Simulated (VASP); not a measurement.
Here is a VASP 6.6.1 calculation.

INCAR

```
ALGO = Normal
EDIFF = 1E-6
ENCUT = 520
GGA = CA
ISIF = 2
ISMEAR = 1
LASPH = T
LCHARG = F
LREAL = F
LWAVE = F
NBANDS = 12
NELM = 100
PREC = Accurate
SIGMA = 0.05
```

File KPOINTS:

```
k-points
0
Gamma
  18 18 18
```

Contents of POSCAR:

```
Nb
1.0
    0.0000000000      2.0070355328      2.0070355328
    2.0070355328      0.0000000000      2.0070355328
    2.0070355328      2.0070355328      0.0000000000
Nb
1
Direct
    0.0000000000      0.0000000000      0.0000000000
```

Potentials or basis: VASP PAW LDA potentials, release 64 (Nb_sv).

Command:

```sh
$ cat potpaw_LDA.64/Nb_sv/POTCAR > POTCAR
$ mpirun -np 1 vasp_std > vasp.out
```

(1) What does it give for the pressure?

Answers

(1) 19.8 GPa.
